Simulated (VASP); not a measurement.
# FeO (P4_2/mmc) in VASP: further runs

The runs below take FeO through single point, with PBE.

Everything below comes from runs of VASP 6.6.1. Logs are shortened: lines on timing, memory, paths and dates and some standing lists are left out, and cuts for length are marked.

**1. The cell of the first run**

The structure is tetragonal, space group P4_2/mmc (No. 131). The conventional cell has a = 3.066 Å, b = 3.066 Å, c = 5.500 Å, α = 90.00°, β = 90.00°, γ = 90.00°. Within 2.7 Å of Fe (site symmetry mmm) lie 4 O at 2.06 Å. O (site symmetry -4m2) has 4 Fe at 2.06 Å and 2 O at 2.75 Å within 2.8 Å.

**2. Single point, PBE, collinear spin, ferromagnetic start**

The input, INCAR:

```
PREC = Accurate
ENCUT = 700
EDIFF = 1E-6
ISMEAR = -1
SIGMA = 0.05
LREAL = F
LASPH = T
NELM = 200
ALGO = Normal
ISIF = 2
LWAVE = F
LCHARG = F
ISPIN = 2
MAGMOM = 3 3 0 0
LORBIT = 11
LMAXMIX = 4
GGA = PE
NBANDS = 34
GGA_COMPAT = F
```

The input, KPOINTS:

```
Automatic mesh
0
Gamma
  9 9 5
```

The input, POSCAR:

```
FeO
1.0
    3.0660640603      0.0000000000      0.0000000000
    0.0000000000      3.0660640603      0.0000000000
    0.0000000000      0.0000000000      5.5003993928
Fe O
2 2
Direct
    0.5000000000      0.0000000000      0.5000000000
    0.0000000000      0.5000000000      0.0000000000
    0.5000000000      0.5000000000      0.2500000000
    0.5000000000      0.5000000000      0.7500000000
```

Potentials or basis: VASP PAW PBE potentials, release 64 (Fe_sv, O).

The run is started by

```console
> cat potpaw_PBE.64/Fe_sv/POTCAR potpaw_PBE.64/O/POTCAR > POTCAR
> mpirun -np 1 vasp_std > vasp.out
```

OUTCAR:

```text
PREC = Accurate
   ENCUT = 700
   EDIFF = 1E-6
   ISMEAR = -1
   LREAL = F
   LASPH = T
   NELM = 200
   ISIF = 2
   ISPIN = 2
   LORBIT = 11
   GGA = PE

 ion  position               nearest neighbor table
   1  0.500  0.000  0.500-   3 2.06   4 2.06   3 2.06   4 2.06
   2  0.000  0.500  0.000-   3 2.06   4 2.06   3 2.06   4 2.06
   3  0.500  0.500  0.250-   1 2.06   2 2.06   1 2.06   2 2.06
   4  0.500  0.500  0.750-   1 2.06   2 2.06   1 2.06   2 2.06

  LATTYP: Found a simple tetragonal cell.
 ALAT       =     3.0660640603
 C/A-ratio  =     1.7939610147

  Lattice vectors:

 A1 = (   3.0660640603,   0.0000000000,   0.0000000000)
 A2 = (   0.0000000000,   3.0660640603,   0.0000000000)
 A3 = (   0.0000000000,   0.0000000000,   5.5003993928)

Analysis of symmetry for initial positions (statically):
=====================================================================
 Subroutine PRICEL returns:
 Original cell was already a primitive cell.

 Routine SETGRP: Setting up the symmetry group for a
 simple tetragonal supercell.

 Subroutine GETGRP returns: Found 16 space group operations
 (whereof  8 operations were pure point group operations)
 out of a pool of 16 trial point group operations.

The static configuration has the point symmetry D_2h.
 The point group associated with its full space group is D_4h.

Analysis of symmetry for dynamics (positions and initial velocities):
=====================================================================
 Subroutine PRICEL returns:
 Original cell was already a primitive cell.

 Routine SETGRP: Setting up the symmetry group for a
 simple tetragonal supercell.

 Subroutine GETGRP returns: Found 16 space group operations
 (whereof  8 operations were pure point group operations)
 out of a pool of 16 trial point group operations.

The dynamic configuration has the point symmetry D_2h.
 The point group associated with its full space group is D_4h.

Analysis of structural, dynamic, and magnetic symmetry:
=====================================================================
 Subroutine PRICEL returns:
 Original cell was already a primitive cell.

 Routine SETGRP: Setting up the symmetry group for a
 simple tetragonal supercell.

 Subroutine GETGRP returns: Found 16 space group operations
 (whereof  8 operations were pure point group operations)
 out of a pool of 16 trial point group operations.

The overall configuration has the point symmetry D_2h.
 The point group associated with its full space group is D_4h.

 Subroutine INISYM returns: Found 16 space group operations
 (whereof  8 operations are pure point group operations),
 and found     1 'primitive' translations

----------------------------------------------------------------------------------------

                                     Primitive cell

  volume of cell :      51.7079

  direct lattice vectors                    reciprocal lattice vectors
     3.066064060  0.000000000  0.000000000     0.326151046  0.000000000  0.000000000
     0.000000000  3.066064060  0.000000000     0.000000000  0.326151046  0.000000000
     0.000000000  0.000000000  5.500399393     0.000000000  0.000000000  0.181804980

  length of vectors
     3.066064060  3.066064060  5.500399393     0.326151046  0.326151046  0.181804980

  position of ions in fractional coordinates (direct lattice)
     0.500000000  0.000000000  0.500000000
     0.000000000  0.500000000  0.000000000
     0.500000000  0.500000000  0.250000000
     0.500000000  0.500000000  0.750000000

  ion indices of the primitive-cell ions
   primitive index   ion index
                 1           1
                 2           2
                 3           3
                 4           4

----------------------------------------------------------------------------------------

 KPOINTS: Automatic mesh

Automatic generation of k-mesh.
 Grid dimensions read from file:
 generate k-points for:    9    9    5

 Generating k-lattice:

  Cartesian coordinates                     Fractional coordinates (reciprocal lattice)
     0.036239005  0.000000000  0.000000000     0.111111111  0.000000000  0.000000000
     0.000000000  0.036239005  0.000000000     0.000000000  0.111111111  0.000000000
     0.000000000  0.000000000  0.036360996     0.000000000  0.000000000  0.200000000

  Length of vectors
     0.036239005  0.036239005  0.036360996

  Shift w.r.t. Gamma in fractional coordinates (k-lattice)
     0.000000000  0.000000000  0.000000000

 Subroutine IBZKPT returns following result:
 ===========================================

 Found     45 irreducible k-points:

 Following reciprocal coordinates:
            Coordinates               Weight
  0.000000  0.000000  0.000000      1.000000
  0.111111  0.000000  0.000000      4.000000
  0.222222  0.000000  0.000000      4.000000
  0.333333  0.000000  0.000000      4.000000
  0.444444  0.000000  0.000000      4.000000
  0.111111  0.111111  0.000000      4.000000
[... 16 lines left out ...]
  0.333333  0.111111  0.200000     16.000000
  0.444444  0.111111  0.200000     16.000000
 [... further k-points ...]
   k-points           NKPTS =     45   k-points in BZ     NKDIM =     45   number of bands    NBANDS=     34
   number of dos      NEDOS =    301   number of ions     NIONS =      4
   total plane-waves  NPLWV =  37632
   dimension x,y,z NGX =    28 NGY =   28 NGZ =   48
   dimension x,y,z NGXF=    56 NGYF=   56 NGZF=   96
   ions per type =               2   2
   NGX,Y,Z   is equivalent  to a cutoff of  15.18, 15.18, 14.51 a.u.
   NGXF,Y,Z  is equivalent  to a cutoff of  30.36, 30.36, 29.02 a.u.
 SYSTEM =  unknown system
   PREC   = accura    normal or accurate (medium, high low for compatibility)
   ISTART =      0    job   : 0-new  1-cont  2-samecut
   ICHARG =      2    charge: 1-file 2-atom 10-const
   ISPIN  =      2    spin polarized calculation?
   LNONCOLLINEAR =      F non collinear calculations
   LSORBIT =      F    spin-orbit coupling
   LASPH  =      T    aspherical Exc in radial PAW
   ENCUT  =  700.0 eV  51.45 Ry    7.17 a.u.   6.61  6.61 11.87*2*pi/ulx,y,z
   NELM   =    200;   NELMIN=  2; NELMDL= -5     # of ELM steps
   EDIFF  = 0.1E-05   stopping-criterion for ELM
   LREAL  =      F    real-space projection
[... 7 lines left out ...]
   TEBEG  =    0.0;   TEEND  =   0.0 temperature during run
   PSTRESS=    0.0 pullay stress
   NELECT =      44.0000    total number of electrons
   NUPDOWN=      -1.0000    fix difference up-down
   EMIN   =  10.00;   EMAX   =-10.00  energy-range for DOS
   EFERMI =   0.00;   METHOD = LEGACY
   ISMEAR =    -1;   SIGMA  =   0.05  broadening in eV -4-tet -1-fermi 0-gaus
   EFERMI_NEDOS =   21; number of points for ismear=-14 and -15
   IALGO  =     38    algorithm
   IMIX   =      4    mixing-type and parameters
     AMIX     =   0.40;   BMIX     =  1.00
     AMIX_MAG =   1.60;   BMIX_MAG =  1.00
  volume/ion in A,a.u.               =      12.93        87.24
  Fermi-wavevector in a.u.,A,eV,Ry     =   1.551339  2.931606 32.744516  2.406654
  Thomas-Fermi vector in A             =   2.655873
   LORBIT       =     11    0 simple, 1 ext, 2 COOP (PROOUT), +10 PAW based schemes
   GGA     = PE    functional components
   LHFCALC =     F    Hartree Fock is set to
   AEXX    =    0.0000 exact exchange contribution
   IVDW    =     0    specifies the selected vdW correction
   LEPSILON=     F    determine dielectric tensor
   LRPA    =     F    only Hartree local field effects (RPA)
 spin polarized calculation
  energy-cutoff  :      700.00
  volume of cell :       51.71
 maximum number of plane-waves:      2204
 NGX is ok and might be reduce to    28
   NGX = 13   NGY = 13   NGZ = 23

 number of electron      44.0000028 magnetization       7.7951927

 Free energy of the ion-electron system (eV)
  ---------------------------------------------------
  ext. energy  EPLUGINS =         0.00000000
  ---------------------------------------------------
  free energy    TOTEN  =       -29.86328458 eV

  energy without entropy =      -29.83424089  energy(sigma->0) =      -29.84876273

 E-fermi :   6.3528     XC(G=0): -10.9399

 val. band max:        6.3490515138   @ k =   0.4444   0.0000   0.4000
 cond. band min:       6.3594679911   @ k =   0.0000   0.0000   0.4000
 fundamental gap:      0.0104164773
 Fermi energy:         6.3528176699

 spin component 1

 k-point     1 :       0.0000    0.0000    0.0000
  band No.  band energies     occupation
      1     -83.6968      1.00000
      2     -83.6960      1.00000
      3     -49.9577      1.00000
      4     -49.9577      1.00000
      5     -49.7449      1.00000
      6     -49.7328      1.00000
[... 26 lines left out ...]
     33      19.7230      0.00000
     34      20.1889      0.00000
[... 820 lines left out ...]
      4     -49.9593      1.00000
      5     -49.7372      1.00000
      6     -49.7350      1.00000
[... 26 lines left out ...]
     33      18.7962      0.00000
     34      21.1634      0.00000

 [... further k-points ...]

 spin component 2

 k-point     1 :       0.0000    0.0000    0.0000
  band No.  band energies     occupation
      1     -79.5683      1.00000
      2     -79.5673      1.00000
      3     -45.7415      1.00000
      4     -45.7415      1.00000
      5     -45.6726      1.00000
      6     -45.6726      1.00000
[... 26 lines left out ...]
     33      20.5001      0.00000
     34      21.0958      0.00000
[... 820 lines left out ...]
      4     -45.7426      1.00000
      5     -45.7051      1.00000
      6     -45.6746      1.00000
[... 26 lines left out ...]
     33      19.6865      0.00000
     34      21.8841      0.00000

 [... further k-points ...]
[... 5 lines left out ...]
  --------------------------------------------------------------------------------------
  -------------------------------------------------------------------------------------
  Total       -2.9549951     -2.9549951     -4.5386182      0.0000000      0.0000000      0.0000000
  in kB      -91.5610322    -91.5610322   -140.6298651      0.0000000      0.0000000      0.0000000
  external PRESSURE =    -107.9173098 kB  Pullay stress =       0.0000000 kB

 VOLUME and BASIS-vectors are now :
 -----------------------------------------------------------------------------
  energy-cutoff  :      700.00
  volume of cell :       51.71
      direct lattice vectors                 reciprocal lattice vectors
     3.066064060  0.000000000  0.000000000     0.326151046  0.000000000  0.000000000
     0.000000000  3.066064060  0.000000000     0.000000000  0.326151046  0.000000000
     0.000000000  0.000000000  5.500399393     0.000000000  0.000000000  0.181804980

 POSITION                                       TOTAL-FORCE (eV/Angst)
 -----------------------------------------------------------------------------------
      1.53303      0.00000      2.75020         0.000000     -0.000000      0.000000
      0.00000      1.53303      0.00000         0.000000     -0.000000      0.000000
      1.53303      1.53303      1.37510         0.000000     -0.000000      0.000000
      1.53303      1.53303      4.12530         0.000000      0.000000     -0.000000
 -----------------------------------------------------------------------------------
    total drift:                                0.000000      0.000000      0.000000

  FREE ENERGIE OF THE ION-ELECTRON SYSTEM (eV)
  ---------------------------------------------------
  free  energy   TOTEN  =       -29.8632845756 eV

  energy  without entropy=      -29.8342408907  energy(sigma->0) =      -29.84876273

 total charge

# of ion       s       p       d       tot
------------------------------------------
    1        2.128   6.000   5.423  13.551
    2        2.128   6.000   5.423  13.551
    3        1.557   3.420   0.000   4.977
    4        1.557   3.420   0.000   4.977
--------------------------------------------------
tot          7.370  18.839  10.846  37.055

 magnetization (x)

# of ion       s       p       d       tot
------------------------------------------
    1        0.016   0.010   3.398   3.423
    2        0.016   0.010   3.398   3.423
    3        0.019   0.222   0.000   0.241
    4        0.019   0.222   0.000   0.241
--------------------------------------------------
tot          0.070   0.464   6.796   7.330
```

Wall time 4.3 min (1 thread of AMD EPYC 7R43 (Zen 3), shared host); peak memory 0.3 GiB.

What came out:

| Property | Result |
| --- | --- |
| Free energy | -29.8633 eV |
| Pressure | -10.8 GPa |
| Net moment | 7.80 μB per cell |
| Site moments | Fe +3.42; O +0.24 μB |
| Valence electrons inside the program's atomic spheres | Fe 13.55; O 4.98 |

Caveat: the cell stands under tension; semilocal functionals often make such compounds metallic where correlation or magnetic order opens a gap, which also shifts bond lengths; the run started ferromagnetic, and an antiferromagnetic order may lie lower in energy. With open d or f shells a metallic result of PBE can be an artefact of self-interaction; +U or a hybrid may open a gap.

**3. Single point, PBE, collinear spin, ferromagnetic start**

This run uses another cell than the first one, of 12.42 Å³/atom.

The input, INCAR:

```
SYSTEM = FeO
PREC     = Accurate       ! precision mode
ENCUT    = 700            ! plane-wave cutoff, eV
EDIFF    = 1E-6           ! SCF threshold, eV
ISMEAR   = -1             ! smearing method
SIGMA    = 0.05           ! smearing width, eV
LREAL    = .FALSE.        ! projectors in reciprocal space
LASPH    = .TRUE.         ! aspherical terms in the spheres
NELM     = 200            ! most SCF steps
ALGO     = Normal         ! electronic algorithm
ISIF     = 2              ! what is computed and relaxed
LWAVE    = .FALSE.        ! write WAVECAR
LCHARG   = .TRUE.         ! write CHGCAR
ISPIN    = 2              ! spin polarisation
MAGMOM   = 3 3 0 0        ! initial moments
LORBIT   = 11             ! projections on sites
LMAXMIX  = 4              ! l up to which the mixer works
GGA      = PE             ! functional
LELF     = .TRUE.         ! ELF
LVHAR    = .TRUE.       
NBANDS   = 34             ! bands
GGA_COMPAT= .FALSE.
```

The input, KPOINTS:

```
Automatic mesh
0
G
  9 9 5
  0 0 0
```

The input, POSCAR:

```
FeO
1.0
    3.0254491580      0.0000000000      0.0000000000
    0.0000000000      3.0254491580      0.0000000000
    0.0000000000      0.0000000000      5.4275378416
Fe O
2 2
Direct
    0.5000000000      0.0000000000      0.5000000000
    0.0000000000      0.5000000000      0.0000000000
    0.5000000000      0.5000000000      0.2500000000
    0.5000000000      0.5000000000      0.7500000000
```

Potentials or basis: VASP PAW PBE potentials, release 64 (Fe_sv, O).

The run is started by

```console
> cat potpaw_PBE.64/Fe_sv/POTCAR potpaw_PBE.64/O/POTCAR > POTCAR
> mpirun -np 1 vasp_std > vasp.out
```

OUTCAR:

```text
SYSTEM = FeO
   PREC = Accurate
   ENCUT = 700
   EDIFF = 1E-6
   ISMEAR = -1
   LREAL = .FALSE.
   LASPH = .TRUE.
   NELM = 200
   ISIF = 2
   ISPIN = 2
   LORBIT = 11
   GGA = PE

 ion  position               nearest neighbor table
   1  0.500  0.000  0.500-   3 2.03   4 2.03   3 2.03   4 2.03
   2  0.000  0.500  0.000-   3 2.03   4 2.03   3 2.03   4 2.03
   3  0.500  0.500  0.250-   1 2.03   2 2.03   1 2.03   2 2.03
   4  0.500  0.500  0.750-   1 2.03   2 2.03   1 2.03   2 2.03

  LATTYP: Found a simple tetragonal cell.
 ALAT       =     3.0254491580
 C/A-ratio  =     1.7939610148

  Lattice vectors:

 A1 = (   3.0254491580,   0.0000000000,   0.0000000000)
 A2 = (   0.0000000000,   3.0254491580,   0.0000000000)
[... 2005 lines left out ...]
     0.000000000  0.000000000  5.427537842     0.000000000  0.000000000  0.184245606

 POSITION                                       TOTAL-FORCE (eV/Angst)
 -----------------------------------------------------------------------------------
      1.51272      0.00000      2.71377         0.000000      0.000000      0.000000
      0.00000      1.51272      0.00000         0.000000      0.000000      0.000000
      1.51272      1.51272      1.35688        -0.000000     -0.000000     -0.000000
      1.51272      1.51272      4.07065         0.000000      0.000000      0.000000
 -----------------------------------------------------------------------------------
    total drift:                                0.000000      0.000000      0.000000

  FREE ENERGIE OF THE ION-ELECTRON SYSTEM (eV)
  ---------------------------------------------------
  free  energy   TOTEN  =       -29.9738433435 eV

  energy  without entropy=      -29.9307755340  energy(sigma->0) =      -29.95230944

 total charge

# of ion       s       p       d       tot
------------------------------------------
    1        2.131   6.004   5.437  13.572
    2        2.131   6.004   5.437  13.572
    3        1.559   3.429   0.000   4.989
    4        1.559   3.429   0.000   4.989
--------------------------------------------------
tot          7.381  18.866  10.875  37.121

 magnetization (x)

# of ion       s       p       d       tot
------------------------------------------
    1        0.016   0.010   3.281   3.307
    2        0.016   0.010   3.281   3.307
    3        0.019   0.184   0.000   0.203
    4        0.019   0.184   0.000   0.203
--------------------------------------------------
tot          0.070   0.387   6.562   7.019
```

OSZICAR:

```text
N       E                     dE             d eps       ncg     rms          rms(c)
DAV:   1     0.983590114513E+03    0.98359E+03   -0.30117E+04  6120   0.214E+03
DAV:   2     0.603046927765E+02   -0.92329E+03   -0.88375E+03  6134   0.708E+02
[... 11 lines left out ...]
DAV:  14    -0.299738220674E+02   -0.52646E-04   -0.19989E-04  8402   0.158E-01    0.108E-01
DAV:  15    -0.299738362222E+02   -0.14155E-04   -0.58060E-05  7658   0.857E-02    0.806E-02
DAV:  16    -0.299738405076E+02   -0.42854E-05   -0.81634E-05 10044   0.826E-02    0.355E-02
DAV:  17    -0.299738423051E+02   -0.17975E-05   -0.13465E-05  8442   0.344E-02    0.179E-02
DAV:  18    -0.299738433848E+02   -0.10797E-05   -0.32800E-06  4580   0.188E-02    0.152E-02
DAV:  19    -0.299738433435E+02    0.41324E-07   -0.14202E-06  3826   0.126E-02
   1 F= -.29973843E+02 E0= -.29952309E+02  d E =-.430678E-01  mag=     7.4517
```

stdout:

```text
POSCAR found type information on POSCAR FeO
 POSCAR found :  2 types and       4 ions
 scaLAPACK will be used
 LDA part: xc-table for (Slater+PW92), standard interpolation
 POSCAR, INCAR and KPOINTS ok, starting setup
 FFT: planning ... GRIDC
 FFT: planning ... GRID_SOFT
 FFT: planning ... GRID
 WAVECAR not read
 entering main loop
```

It took 4 min on 1 thread of Intel Xeon Platinum 8259CL at 2.50GHz (Skylake/Cascade Lake), shared host; peak memory 0.33 GiB.

What came out:

```yaml
Free_energy: -29.9738 eV
Pressure: -8.2 GPa
Net_moment: 7.45 μB per cell
Site_moments: Fe +3.31; O +0.20 μB
Valence_electrons_inside_the_program's_atomic_spheres: Fe 13.57; O 4.99
```

Stress tensor (GPa, compression positive):
```
 -7.14   0.00   0.00
  0.00  -7.14   0.00
  0.00   0.00 -10.29
```

Levels at points of the mesh, in eV from the Fermi level:
Spin up:
| k point | band 24 | band 25 | band 26 | band 27 | band 28 | band 29 |
| --- | --- | --- | --- | --- | --- | --- |
| (0.00, 0.00, 0.00) | -2.57 | 0.10 | 0.10 | 0.59 | 4.72 | 6.31 |
Spin down:
| k point | band 15 | band 16 | band 17 | band 18 | band 19 | band 20 | band 21 | band 22 |
| --- | --- | --- | --- | --- | --- | --- | --- | --- |
| (0.00, 0.00, 0.00) | -3.42 | -2.92 | -2.75 | -1.78 | -0.60 | 0.57 | 0.57 | 0.65 |

Caveat: the cell stands under tension; semilocal functionals often make such compounds metallic where correlation or magnetic order opens a gap, which also shifts bond lengths; the run started ferromagnetic, and an antiferromagnetic order may lie lower in energy. With open d or f shells a metallic result of PBE can be an artefact of self-interaction; +U or a hybrid may open a gap.
